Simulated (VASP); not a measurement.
The system is ZnRe.

```
CELL_PARAMETERS angstrom
2.74822 0.00000 0.00000
-1.37411 2.38003 0.00000
0.00000 0.00000 4.44913
ATOMIC_POSITIONS crystal
Re 0.33333 0.66667 0.50000
Zn 0.00000 0.00000 0.00000
```

Base run:

```yaml
Program: VASP 6.6.1
Functional: PBE
Potentials_or_basis: VASP PAW PBE potentials, release 64 (Re, Zn)
Cutoff: 520 eV
k_mesh: 9 × 9 × 5
Occupations: fermi-dirac, width 0.05 eV
Spin: no spin polarisation
```

Its results: pressure 0.6 GPa.

Question: The run is repeated on the same cell with these changes: potentials or basis from VASP PAW PBE potentials, release 64 (Re, Zn) to VASP PAW PBE potentials, release 64 (Re_sv_GW, Zn); cutoff from 520 eV to 500 eV; further incar settings from ALGO = Normal; EDIFF = 1e-06; NBANDS = 16 to ALGO = Normal; EDIFF = 1e-06; NBANDS = 20; valence electrons from 19 to 27. What comes out?

Answer: Pressure -0.2 GPa.
